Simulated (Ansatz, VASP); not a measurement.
# Two plane-wave programs on Ti

```xyz
2
Lattice="2.7766 0.0000 0.0000 -1.3883 2.4046 0.0000 0.0000 0.0000 4.4101" Properties=species:S:1:pos:R:3 pbc="T T T"
Ti    0.0000    1.6031    1.1025
Ti    1.3883    0.8015    3.3076
```

Change from the starting cell: volume scaled by 0.88, PAW files.

Alike in both runs: task single point; functional PBEsol; k mesh 15 × 15 × 8; occupations fermi-dirac, width 0.05 eV; no spin polarisation.

```csv
,VASP,Ansatz
version,VASP 6.6.1,Ansatz 0.2.0
potentials or method,"VASP PAW PBE potentials, release 64 (Ti_sv)","PAW with Ansatz's default frozen-core files, scalar-relativistic"
plane-wave cutoff (eV),520,420
valence electrons in the cell,24,24
```

```csv
,VASP,Ansatz,Ansatz less VASP
pressure (GPa),18.4,18.9,+0.51
```

VASP's potentials were made for PBE, not for PBEsol. With one functional, cell and mesh, what is left measures potentials, basis and numerics.
